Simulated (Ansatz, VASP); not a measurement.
Two plane-wave programs on Ta4O

The input INCAR:

```
PREC     = Accurate       # precision mode
ENCUT    = 600            # plane-wave cutoff, eV
EDIFF    = 1E-7           # SCF threshold, eV
ISMEAR   = 0              # smearing method
SIGMA    = 0.1            # smearing width, eV
LREAL    = F              # projectors in reciprocal space
LASPH    = T              # aspherical terms in the spheres
NELM     = 80             # most SCF steps
ALGO     = Normal         # electronic algorithm
ISIF     = 3              # what is computed and relaxed
LWAVE    = F              # write WAVECAR
LCHARG   = F              # write CHGCAR
GGA      = PE             # functional
IBRION   = 2              # ionic algorithm
NSW      = 90             # ionic steps
EDIFFG   = -0.04          # ionic threshold
```

KPOINTS

```
regular mesh
0
Gamma
  6 6 4
```

POSCAR

```
Ta4O
1.0
    4.6653089000      0.0000000000      0.0000000000
   -2.3326544500      4.0402760200      0.0000000000
    0.0000000000      0.0000000000      4.3679080700
Ta O
4 1
Direct
    0.1579469900      0.8420530100      0.5000000000
    0.1579469900      0.3158939800      0.5000000000
    0.6841060200      0.8420530100      0.5000000000
    0.0000000000      0.0000000000      0.0000000000
    0.3333333300      0.6666666700      0.0000000000
```

Input for Ansatz:

```yaml
crystal:
  lattice:
    - [4.6653089, 0.0, 0.0]
    - [-2.33265445, 4.04027602, 0.0]
    - [0.0, 0.0, 4.36790807]
  atoms:
    - { symbol: Ta, position: [0.15794699, 0.84205301, 0.5] }
    - { symbol: Ta, position: [0.15794699, 0.31589398, 0.5] }
    - { symbol: Ta, position: [0.68410602, 0.84205301, 0.5] }
    - { symbol: Ta, position: [0.0, 0.0, 0.0] }
    - { symbol: O, position: [0.33333333, 0.66666667, 0.0] }
basis:
  ecutwfc: 420
kpoints:
  mp_grid: { grid: [6, 6, 4] }
hamiltonian:
  xc: pbe
scf:
  occupations: { method: gaussian, width: 0.1 }
  lower_state_search: "off"
output:
  forces: true
  stress: true
  eigenvalues: true
relax:
  adjacent_minimum: "off"
  f_tol: 0.04
  max_steps: 70
  cell: { stress_tol: 0.4 }
```

Alike in both runs: task relaxation of cell and atoms; functional PBE; k mesh 6 × 6 × 4; occupations gaussian, width 0.1 eV; no spin polarisation.

|  | VASP | Ansatz |
| --- | --- | --- |
| version | VASP 6.6.1 | Ansatz 0.2.0 |
| potentials or method | VASP PAW PBE potentials, release 64 (Ta_pv, O), cutoff 600 eV | scalar-relativistic, plane waves, PAW |
| valence electrons in the cell | 50 | 58 |

```csv
,VASP,Ansatz,Ansatz less VASP
"gap on the k mesh at the Fermi level, each at its own relaxed structure (eV)",none,none,-
relaxed volume (Å³/atom),23.15,23.11,-0.040
relaxed length of the cell vector where the two differ most in proportion (Å),5.473,5.469,-0.0039
```

A gap of «none» marks a metal or a gap that the smearing closes. VASP's potentials hold 50 valence electrons a cell and Ansatz's 58, so a difference there can come from the potentials and not from the codes.

Neither program's run includes spin-orbit coupling. Noted on VASP's run: the volume moved by over 15 % at a fixed basis, so the end points are rough.
